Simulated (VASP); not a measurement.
# KF (Fm-3m) in VASP: a series of runs

Runs on KF. Level: PBE. Tasks: single point.

Program: VASP 6.6.1. These are calculated values, not measurements. Logs are shortened: lines on timing, memory, paths and dates and some standing lists are left out, and cuts for length are marked.

**1. The cell of the first run**

Symmetry: Fm-3m, No. 225, cubic system. Conventional cell: a = 5.318 Å, b = 5.318 Å, c = 5.318 Å, α = 90.00°, β = 90.00°, γ = 90.00°. Within 3.5 Å of K (site symmetry m-3m) lie 6 F at 2.66 Å. F (site symmetry m-3m) has 6 K at 2.66 Å within 3.5 Å.

**2. Single point, PBE**

File INCAR:

```
SYSTEM = KF
PREC = Accurate ; ENCUT = 600
EDIFF = 1E-6 ; ISMEAR = 1
SIGMA = 0.001 ; LREAL = .FALSE.
LASPH = .TRUE. ; NELM = 120
ALGO = Normal ; ISIF = 2
LWAVE = .FALSE. ; LCHARG = .FALSE.
GGA = PE ; NBANDS = 15
GGA_COMPAT = .FALSE.
```

File KPOINTS:

```
regular mesh
0
G
  6 6 6
  0 0 0
```

File POSCAR:

```
KF
1.0
    0.0000000000      2.6589605792      2.6589605792
    2.6589605792      0.0000000000      2.6589605792
    2.6589605792      2.6589605792      0.0000000000
K F
1 1
Direct
    0.0000000000      0.0000000000      0.0000000000
    0.5000000000      0.5000000000      0.5000000000
```

Potentials or basis: VASP PAW PBE potentials, release 64 (K_sv, F).

Command:

```
$ cat potpaw_PBE.64/K_sv/POTCAR potpaw_PBE.64/F/POTCAR > POTCAR
$ mpirun -np 1 vasp_std > vasp.out
```

OUTCAR:

```text
SYSTEM = KF
   PREC = Accurate
   ENCUT = 600
   EDIFF = 1E-6
   ISMEAR = 1
   LREAL = .FALSE.
   LASPH = .TRUE.
   NELM = 120
   ISIF = 2
   GGA = PE

 ion  position               nearest neighbor table
   1  0.000  0.000  0.000-   2 2.66   2 2.66   2 2.66   2 2.66   2 2.66   2 2.66
   2  0.500  0.500  0.500-   1 2.66   1 2.66   1 2.66   1 2.66   1 2.66   1 2.66

  LATTYP: Found a face centered cubic cell.
 ALAT       =     5.3179211584

  Lattice vectors:

 A1 = (   0.0000000000,   2.6589605792,   2.6589605792)
 A2 = (   2.6589605792,   0.0000000000,   2.6589605792)
 A3 = (   2.6589605792,   2.6589605792,   0.0000000000)

Analysis of symmetry for initial positions (statically):
=====================================================================
 Subroutine PRICEL returns:
 Original cell was already a primitive cell.

 Routine SETGRP: Setting up the symmetry group for a
 face centered cubic supercell.

 Subroutine GETGRP returns: Found 48 space group operations
 (whereof 48 operations were pure point group operations)
 out of a pool of 48 trial point group operations.

The static configuration has the point symmetry O_h .

Analysis of symmetry for dynamics (positions and initial velocities):
=====================================================================
 Subroutine PRICEL returns:
 Original cell was already a primitive cell.

 Routine SETGRP: Setting up the symmetry group for a
 face centered cubic supercell.

 Subroutine GETGRP returns: Found 48 space group operations
 (whereof 48 operations were pure point group operations)
 out of a pool of 48 trial point group operations.

The dynamic configuration has the point symmetry O_h .

 Subroutine INISYM returns: Found 48 space group operations
 (whereof 48 operations are pure point group operations),
 and found     1 'primitive' translations

----------------------------------------------------------------------------------------

                                     Primitive cell

  volume of cell :      37.5981

  direct lattice vectors                    reciprocal lattice vectors
     0.000000000  2.658960579  2.658960579    -0.188043405  0.188043405  0.188043405
     2.658960579  0.000000000  2.658960579     0.188043405 -0.188043405  0.188043405
     2.658960579  2.658960579  0.000000000     0.188043405  0.188043405 -0.188043405

  length of vectors
     3.760338113  3.760338113  3.760338113     0.325700731  0.325700731  0.325700731

  position of ions in fractional coordinates (direct lattice)
     0.000000000  0.000000000  0.000000000
     0.500000000  0.500000000  0.500000000

  ion indices of the primitive-cell ions
   primitive index   ion index
                 1           1
                 2           2

----------------------------------------------------------------------------------------

 KPOINTS: regular mesh

Automatic generation of k-mesh.
 Grid dimensions read from file:
 generate k-points for:    6    6    6

 Generating k-lattice:

  Cartesian coordinates                     Fractional coordinates (reciprocal lattice)
    -0.031340567  0.031340567  0.031340567     0.166666667  0.000000000  0.000000000
     0.031340567 -0.031340567  0.031340567     0.000000000  0.166666667  0.000000000
     0.031340567  0.031340567 -0.031340567     0.000000000  0.000000000  0.166666667

  Length of vectors
     0.054283455  0.054283455  0.054283455

  Shift w.r.t. Gamma in fractional coordinates (k-lattice)
     0.000000000  0.000000000  0.000000000

 Subroutine IBZKPT returns following result:
 ===========================================

 Found     16 irreducible k-points:

 Following reciprocal coordinates:
            Coordinates               Weight
  0.000000  0.000000  0.000000      1.000000
  0.166667  0.000000  0.000000      8.000000
  0.333333  0.000000  0.000000      8.000000
  0.500000  0.000000  0.000000      4.000000
  0.166667  0.166667  0.000000      6.000000
  0.333333  0.166667  0.000000     24.000000
[... 8 lines left out ...]
 -0.333333  0.333333  0.166667     24.000000
 -0.333333  0.500000  0.166667     12.000000
   k-points           NKPTS =     16   k-points in BZ     NKDIM =     16   number of bands    NBANDS=     15
   number of dos      NEDOS =    301   number of ions     NIONS =      2
   total plane-waves  NPLWV =  27000
   dimension x,y,z NGX =    30 NGY =   30 NGZ =   30
   dimension x,y,z NGXF=    60 NGYF=   60 NGZF=   60
   ions per type =               1   1
   NGX,Y,Z   is equivalent  to a cutoff of  13.26, 13.26, 13.26 a.u.
   NGXF,Y,Z  is equivalent  to a cutoff of  26.53, 26.53, 26.53 a.u.
 SYSTEM =  KF
   PREC   = accura    normal or accurate (medium, high low for compatibility)
   ISTART =      0    job   : 0-new  1-cont  2-samecut
   ICHARG =      2    charge: 1-file 2-atom 10-const
   ISPIN  =      1    spin polarized calculation?
   LNONCOLLINEAR =      F non collinear calculations
   LSORBIT =      F    spin-orbit coupling
   LASPH  =      T    aspherical Exc in radial PAW
   ENCUT  =  600.0 eV  44.10 Ry    6.64 a.u.   7.51  7.51  7.51*2*pi/ulx,y,z
   NELM   =    120;   NELMIN=  2; NELMDL= -5     # of ELM steps
   EDIFF  = 0.1E-05   stopping-criterion for ELM
   LREAL  =      F    real-space projection
   EDIFFG = 0.1E-04   stopping-criterion for IOM
   NSW    =      0    number of steps for IOM
   IBRION =     -1    ionic relax: 0-MD 1-quasi-New 2-CG
   NFREE  =      0    steps in history (QN), initial steepest desc. (CG)
   ISIF   =      2    stress and relaxation
   ISYM   =      2    0-nonsym 1-usesym 2-fastsym
   POTIM  = 0.5000    time-step for ionic-motion
   TEBEG  =    0.0;   TEEND  =   0.0 temperature during run
   PSTRESS=    0.0 pullay stress
   NELECT =      16.0000    total number of electrons
   NUPDOWN=      -1.0000    fix difference up-down
   EMIN   =  10.00;   EMAX   =-10.00  energy-range for DOS
   EFERMI =   0.00;   METHOD = LEGACY
   ISMEAR =     1;   SIGMA  =   0.00  broadening in eV -4-tet -1-fermi 0-gaus
   EFERMI_NEDOS =   21; number of points for ismear=-14 and -15
   IALGO  =     38    algorithm
   IMIX   =      4    mixing-type and parameters
     AMIX     =   0.40;   BMIX     =  1.00
     AMIX_MAG =   1.60;   BMIX_MAG =  1.00
  volume/ion in A,a.u.               =      18.80       126.86
  Fermi-wavevector in a.u.,A,eV,Ry     =   1.231382  2.326975 20.630548  1.516303
  Thomas-Fermi vector in A             =   2.366194
   LORBIT       =      0    0 simple, 1 ext, 2 COOP (PROOUT), +10 PAW based schemes
   GGA     = PE    functional components
   LHFCALC =     F    Hartree Fock is set to
   AEXX    =    0.0000 exact exchange contribution
   IVDW    =     0    specifies the selected vdW correction
   LEPSILON=     F    determine dielectric tensor
   LRPA    =     F    only Hartree local field effects (RPA)
 non-spin polarized calculation
 Methfessel and Paxton  Order N= 1 SIGMA  =   0.00
  energy-cutoff  :      600.00
  volume of cell :       37.60
 maximum number of plane-waves:      1278
   NGX = 15   NGY = 15   NGZ = 15

 number of electron      16.0000001 magnetization

 Free energy of the ion-electron system (eV)
  ---------------------------------------------------
  ext. energy  EPLUGINS =         0.00000000
  ---------------------------------------------------
  free energy    TOTEN  =        -8.28546950 eV

  energy without entropy =       -8.28546950  energy(sigma->0) =       -8.28546950

 E-fermi :  -2.6430     XC(G=0):  -8.4696

 val. band max:       -2.7671934423   @ k =   0.0000   0.0000   0.0000
 cond. band min:       3.4767591306   @ k =   0.0000   0.0000   0.0000
 fundamental gap:      6.2439525729
 Fermi energy:        -2.6430041428

 k-point     1 :       0.0000    0.0000    0.0000
  band No.  band energies     occupation
      1     -28.8631      2.00000
      2     -21.4321      2.00000
      3     -12.1031      2.00000
      4     -12.1031      2.00000
      5     -12.1031      2.00000
      6      -2.7672      2.00000
      7      -2.7672      2.00000
      8      -2.7672      2.00000
      9       3.4768      0.00000
     10       7.9542      0.00000
     11       7.9542      0.00000
     12       7.9542      0.00000
     13       9.6456      0.00000
     14       9.6456      0.00000
     15      14.2698      0.00000

 k-point     2 :       0.1667    0.0000    0.0000
  band No.  band energies     occupation
      1     -28.8380      2.00000
      2     -21.4556      2.00000
      3     -12.1748      2.00000
      4     -12.1126      2.00000
      5     -12.1126      2.00000
      6      -3.0046      2.00000
      7      -2.8600      2.00000
      8      -2.8600      2.00000
      9       4.2286      0.00000
     10       7.5728      0.00000
     11       8.3206      0.00000
     12       8.3206      0.00000
     13       9.9097      0.00000
     14       9.9097      0.00000
     15      15.4930      0.00000

 k-point     3 :       0.3333    0.0000    0.0000
  band No.  band energies     occupation
      1     -28.7872      2.00000
      2     -21.5031      2.00000
      3     -12.3160      2.00000
      4     -12.1313      2.00000
      5     -12.1313      2.00000
      6      -3.4020      2.00000
      7      -3.0393      2.00000
      8      -3.0393      2.00000
      9       5.7844      0.00000
     10       7.3813      0.00000
     11       9.0548      0.00000
     12       9.0548      0.00000
     13      10.7534      0.00000
     14      10.7534      0.00000
     15      15.1545      0.00000
[... 199 lines left out ...]
 k-point    15 :      -0.3333    0.3333    0.1667
  band No.  band energies     occupation
      1     -28.7428      2.00000
      2     -21.4904      2.00000
      3     -12.4693      2.00000
      4     -12.4191      2.00000
      5     -12.1874      2.00000
      6      -3.2539      2.00000
      7      -2.9987      2.00000
      8      -2.9769      2.00000
      9       6.8537      0.00000
     10       7.1933      0.00000
     11       8.7551      0.00000
     12      10.5167      0.00000
     13      11.1385      0.00000
     14      12.3806      0.00000
     15      12.8725      0.00000

 k-point    16 :      -0.3333    0.5000    0.1667
  band No.  band energies     occupation
      1     -28.7373      2.00000
      2     -21.4715      2.00000
      3     -12.5971      2.00000
      4     -12.4159      2.00000
      5     -12.2257      2.00000
      6      -3.0936      2.00000
      7      -2.9564      2.00000
      8      -2.8834      2.00000
      9       6.2070      0.00000
     10       7.9298      0.00000
     11       8.2594      0.00000
     12      10.8526      0.00000
     13      11.5599      0.00000
     14      12.4490      0.00000
     15      12.6875      0.00000

------------------------ aborting loop because EDIFF is reached ----------------------------------------

  FORCE on cell =-STRESS in cart. coord.  units (eV):
  Direction    XX          YY          ZZ          XY          YZ          ZX
  --------------------------------------------------------------------------------------
  -------------------------------------------------------------------------------------
  Total        0.4533983      0.4533983      0.4533983      0.0000000      0.0000000      0.0000000
  in kB       19.3207835     19.3207835     19.3207835      0.0000000      0.0000000      0.0000000
  external PRESSURE =      19.3207835 kB  Pullay stress =       0.0000000 kB

 VOLUME and BASIS-vectors are now :
 -----------------------------------------------------------------------------
  energy-cutoff  :      600.00
  volume of cell :       37.60
      direct lattice vectors                 reciprocal lattice vectors
     0.000000000  2.658960579  2.658960579    -0.188043405  0.188043405  0.188043405
     2.658960579  0.000000000  2.658960579     0.188043405 -0.188043405  0.188043405
     2.658960579  2.658960579  0.000000000     0.188043405  0.188043405 -0.188043405

 POSITION                                       TOTAL-FORCE (eV/Angst)
 -----------------------------------------------------------------------------------
      0.00000      0.00000      0.00000         0.000000      0.000000      0.000000
      2.65896      2.65896      2.65896        -0.000000     -0.000000     -0.000000
 -----------------------------------------------------------------------------------
    total drift:                                0.000000      0.000000      0.000000

  FREE ENERGIE OF THE ION-ELECTRON SYSTEM (eV)
  ---------------------------------------------------
  free  energy   TOTEN  =        -8.2854695039 eV

  energy  without entropy=       -8.2854695039  energy(sigma->0) =       -8.28546950
```

It took 6.3 s on 1 thread of Intel Xeon 6975P-C (Granite Rapids), shared host; peak memory 0.16 GiB.

What came out:

```yaml
Free_energy: -8.2855 eV
Pressure: 1.9 GPa
Band_gap_on_the_k_mesh: 6.24 eV, direct
```

Levels at points of the mesh, in eV from the valence-band top:
| k point | band 6 | band 7 | band 8 | band 9 | band 10 | band 11 |
| --- | --- | --- | --- | --- | --- | --- |
| (0.00, 0.00, 0.00) | 0.00 | 0.00 | 0.00 | 6.24 | 10.72 | 10.72 |
| (0.50, 0.00, 0.00) | -0.81 | -0.36 | -0.36 | 9.13 | 10.72 | 12.14 |
| (0.50, 0.50, 0.00) | -0.21 | -0.05 | -0.05 | 8.21 | 10.39 | 11.93 |

**3. Single point, PBE**

File INCAR:

```
ALGO = Normal ; EDIFF = 1E-6
ENCUT = 600 ; GGA = PE
GGA_COMPAT = F ; ISIF = 2
ISMEAR = 1 ; LASPH = T
LCHARG = T ; LELF = T
LREAL = F ; LVHAR = T
LWAVE = F ; NBANDS = 15
NELM = 120 ; PREC = Accurate
SIGMA = 0.5
```

File KPOINTS:

```
k-points
0
Gamma
  6 6 6
```

POSCAR is that of step 2.

Potentials or basis: VASP PAW PBE potentials, release 64 (K_sv, F).

Command:

```
$ cat potpaw_PBE.64/K_sv/POTCAR potpaw_PBE.64/F/POTCAR > POTCAR
$ mpirun -np 1 vasp_std > vasp.out
```

OUTCAR:

```text
EDIFF = 1E-6
   ENCUT = 600
   GGA = PE
   ISIF = 2
   ISMEAR = 1
   LASPH = T
   LREAL = F
   NELM = 120
   PREC = Accurate

 ion  position               nearest neighbor table
   1  0.000  0.000  0.000-   2 2.66   2 2.66   2 2.66   2 2.66   2 2.66   2 2.66
   2  0.500  0.500  0.500-   1 2.66   1 2.66   1 2.66   1 2.66   1 2.66   1 2.66

  LATTYP: Found a face centered cubic cell.
 ALAT       =     5.3179211584

  Lattice vectors:

 A1 = (   0.0000000000,   2.6589605792,   2.6589605792)
 A2 = (   2.6589605792,   0.0000000000,   2.6589605792)
 A3 = (   2.6589605792,   2.6589605792,   0.0000000000)

Analysis of symmetry for initial positions (statically):
=====================================================================
 Subroutine PRICEL returns:
 Original cell was already a primitive cell.

 Routine SETGRP: Setting up the symmetry group for a
 face centered cubic supercell.

 Subroutine GETGRP returns: Found 48 space group operations
 (whereof 48 operations were pure point group operations)
 out of a pool of 48 trial point group operations.

The static configuration has the point symmetry O_h .
[... 164 lines left out ...]
      4     -12.1037      2.00000
      5     -12.1037      2.00000
      6      -2.7817      1.68428
      7      -2.7817      1.68428
      8      -2.7817      1.68428
      9       3.4731     -0.00000
     10       7.9533      0.00000
     11       7.9533      0.00000
     12       7.9533      0.00000
     13       9.6442      0.00000
     14       9.6442      0.00000
[... 257 lines left out ...]
      2     -21.4870      2.00000
      3     -12.5980      2.00000
      4     -12.4166      2.00000
      5     -12.2264      2.00000
      6      -3.1074      2.06553
      7      -2.9699      1.99356
      8      -2.8973      1.90719
      9       6.2047     -0.00000
     10       7.9262      0.00000
     11       8.2567      0.00000
     12      10.8500      0.00000
     13      11.5600      0.00000
     14      12.4468      0.00000
     15      12.6856      0.00000

------------------------ aborting loop because EDIFF is reached ----------------------------------------

  FORCE on cell =-STRESS in cart. coord.  units (eV):
  Direction    XX          YY          ZZ          XY          YZ          ZX
  --------------------------------------------------------------------------------------
  -------------------------------------------------------------------------------------
  Total        0.3990042      0.3990042      0.3990042      0.0000000      0.0000000     -0.0000000
  in kB       17.0028756     17.0028756     17.0028756      0.0000000      0.0000000     -0.0000000
  external PRESSURE =      17.0028756 kB  Pullay stress =       0.0000000 kB

 VOLUME and BASIS-vectors are now :
 -----------------------------------------------------------------------------
  energy-cutoff  :      600.00
  volume of cell :       37.60
      direct lattice vectors                 reciprocal lattice vectors
     0.000000000  2.658960579  2.658960579    -0.188043405  0.188043405  0.188043405
     2.658960579  0.000000000  2.658960579     0.188043405 -0.188043405  0.188043405
     2.658960579  2.658960579  0.000000000     0.188043405  0.188043405 -0.188043405

 POSITION                                       TOTAL-FORCE (eV/Angst)
 -----------------------------------------------------------------------------------
      0.00000      0.00000      0.00000        -0.000000     -0.000000     -0.000000
      2.65896      2.65896      2.65896         0.000000      0.000000      0.000000
 -----------------------------------------------------------------------------------
    total drift:                                0.000000      0.000000      0.000000

  FREE ENERGIE OF THE ION-ELECTRON SYSTEM (eV)
  ---------------------------------------------------
  free  energy   TOTEN  =        -8.2210222639 eV

  energy  without entropy=       -8.3138660827  energy(sigma->0) =       -8.25197020
```

OSZICAR:

```text
N       E                     dE             d eps       ncg     rms          rms(c)
DAV:   1     0.117960269636E+03    0.11796E+03   -0.88961E+03   480   0.116E+03
DAV:   2    -0.430924848530E+01   -0.12227E+03   -0.11060E+03   621   0.292E+02
DAV:   3    -0.934496244922E+01   -0.50357E+01   -0.50078E+01   613   0.532E+01
DAV:   4    -0.947398366330E+01   -0.12902E+00   -0.12898E+00   655   0.798E+00
DAV:   5    -0.947499840765E+01   -0.10147E-02   -0.10147E-02   622   0.746E-01    0.633E+00
DAV:   6    -0.825030796202E+01    0.12247E+01   -0.35068E+00   508   0.150E+01    0.410E+00
DAV:   7    -0.822303071751E+01    0.27277E-01   -0.72025E-02   585   0.229E+00    0.230E+00
DAV:   8    -0.821887174103E+01    0.41590E-02   -0.51491E-02   515   0.226E+00    0.198E-01
DAV:   9    -0.822032636840E+01   -0.14546E-02   -0.39055E-03   599   0.522E-01    0.123E-01
DAV:  10    -0.822089722693E+01   -0.57086E-03   -0.46897E-04   515   0.189E-01    0.592E-02
DAV:  11    -0.822102364731E+01   -0.12642E-03   -0.13200E-04   515   0.971E-02    0.192E-02
DAV:  12    -0.822102234309E+01    0.13042E-05   -0.13860E-05   586   0.370E-02    0.465E-03
DAV:  13    -0.822102226393E+01    0.79161E-07   -0.23872E-06   522   0.140E-02
   1 F= -.82210223E+01 E0= -.82519702E+01  d E =0.928438E-01
```

Run time: 6.9 s. Hardware: 1 thread of Intel Xeon 6975P-C (Granite Rapids), shared host; peak memory 0.16 GiB.

What came out:

```yaml
Free_energy: -8.2210 eV
Pressure: 1.7 GPa
Band_gap_on_the_k_mesh: 6.25 eV, direct
```

**4. Single point, PBE**

File INCAR:

```
SYSTEM = KF
PREC = Accurate
ENCUT = 600
EDIFF = 1E-6
ISMEAR = 1
SIGMA = 0.5
LREAL = .FALSE.
LASPH = .TRUE.
NELM = 120
ALGO = Normal
ISIF = 2
LWAVE = .FALSE.
LCHARG = .FALSE.
GGA = PE
NBANDS = 15
GGA_COMPAT = .FALSE.
```

File KPOINTS:

```
regular mesh
0
G
  6 6 6
  0 0 0
```

POSCAR is that of step 3.

Command:

```
$ cat potpaw_PBE.64/K_sv/POTCAR potpaw_PBE.64/F/POTCAR > POTCAR
$ mpirun -np 1 vasp_std > vasp.out
```

Wall time 6.3 s (1 thread of Intel Xeon 6975P-C (Granite Rapids), shared host); peak memory 0.17 GiB.

It converged, with:

| Quantity | Value |
| --- | --- |
| Free energy | -8.2210 eV |
| Pressure | 1.7 GPa |
| Band gap on the k mesh | 6.25 eV, direct |

Levels at points of the mesh, in eV from the valence-band top:
```
           k point  band 6  band 7  band 8  band 9  band 10  band 11
(0.00, 0.00, 0.00)    0.00    0.00    0.00    6.25    10.73    10.73
(0.50, 0.00, 0.00)   -0.81   -0.36   -0.36    9.14    10.73    12.15
(0.50, 0.50, 0.00)   -0.20   -0.05   -0.05    8.23    10.40    11.94
```

(Continued in part 2 of 2.)
